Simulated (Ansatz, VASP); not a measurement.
# One calculation of B3Rh, two programs

POSCAR

```
B3Rh
1.0
    2.9076799734      0.0000000000      0.0000000000
   -1.4538399867      2.5181247230      0.0000000000
    0.0000000000      0.0000000000      4.5973938000
B Rh
3 1
Direct
    0.6666666667      0.3333333333      0.0000000000
    0.3333333333      0.6666666667      0.8272070000
    0.3333333333      0.6666666667      0.1727930000
    0.6666666667      0.3333333333      0.5000000000
```

The input INCAR.step1:

```
PREC = Accurate
ENCUT = 520
ISMEAR = 0
SIGMA = 0.1
LREAL = False
LASPH = True
NELM = 60
NBANDS = 20
GGA = PE
ALGO = Normal
EDIFF = 1E-4
LWAVE = True
LCHARG = False
```

File INCAR.step2:

```
PREC = Accurate
ENCUT = 520
EDIFF = 1E-7
ISMEAR = 0
SIGMA = 0.1
LREAL = False
LASPH = True
NELM = 60
ALGO = Normal
ISIF = 2
LWAVE = False
LCHARG = False
METAGGA = R2SCAN
LMIXTAU = True
NBANDS = 20
ISTART = 1
```

KPOINTS

```
regular mesh
0
Gamma
  18 18 10
```

Input for Ansatz:

```yaml
crystal:
  lattice:
    - [2.9076799734, 0.0, 0.0]
    - [-1.4538399867, 2.518124723, 0.0]
    - [0.0, 0.0, 4.5973938]
  atoms:
    - { symbol: B, position: [0.6666666667, 0.3333333333, 0.0] }
    - { symbol: B, position: [0.3333333333, 0.6666666667, 0.827207] }
    - { symbol: B, position: [0.3333333333, 0.6666666667, 0.172793] }
    - { symbol: Rh, position: [0.6666666667, 0.3333333333, 0.5] }
basis:
  ecutwfc: 500
kpoints:
  mp_grid: { grid: [18, 18, 10] }
  band_path:
    path:
      - [[0.0, 0.0, 0.0], [0.5, 0.0, 0.0], [0.33333333, 0.33333333, 0.0], [0.0, 0.0, 0.0], [0.0, 0.0, 0.5], [0.5, 0.0, 0.5], [0.33333333, 0.33333333, 0.5], [0.0, 0.0, 0.5]]
      - [[0.5, 0.0, 0.5], [0.5, 0.0, 0.0]]
      - [[0.33333333, 0.33333333, 0.5], [0.33333333, 0.33333333, 0.0]]
    npoints: 14
hamiltonian:
  xc: r2scan
scf:
  occupations: { method: gaussian, width: 0.1 }
  n_extra_bands: 10
output:
  forces: true
  stress: true
  eigenvalues: true
  populations: true
  dos: { projected: true, de: 0.02, nscf_kmesh: { grid: [22, 22, 12] } }
  bader: true
  write_density: true
  write_potential: true
  elf: true
  volumetric_format: npy
```

Alike in both runs: task single point; functional r2SCAN; k mesh 18 × 18 × 10; occupations gaussian, width 0.1 eV; no spin polarisation.

```csv
,VASP,Ansatz
version,VASP 6.6.1,Ansatz 0.2.0
potentials or method,"VASP PAW PBE potentials, release 64 (B, Rh_pv), cutoff 520 eV","scalar-relativistic, plane waves, PAW"
valence electrons in the cell,24,26
```

Ansatz gave:

- gap on the k mesh at the Fermi level (eV): none
- pressure (GPa): -2.8
- traceless stress, the component that is largest in VASP (GPa): -1.56
- rms of the force components (eV/Å): 0.012

Task: Estimate VASP's values.

Result: gap on the k mesh at the Fermi level (eV): none; pressure (GPa): -2.3; traceless stress, the component that is largest in VASP (GPa): -1.36; rms of the force components (eV/Å): 0.003.

VASP's potentials were made for PBE, not for r2SCAN. Atom by atom the forces differ by 0.010 eV/Å (rms over components). A gap of «none» marks a metal or a gap that the smearing closes. VASP's potentials hold 24 valence electrons a cell and Ansatz's 26, so a difference there can come from the potentials and not from the codes.
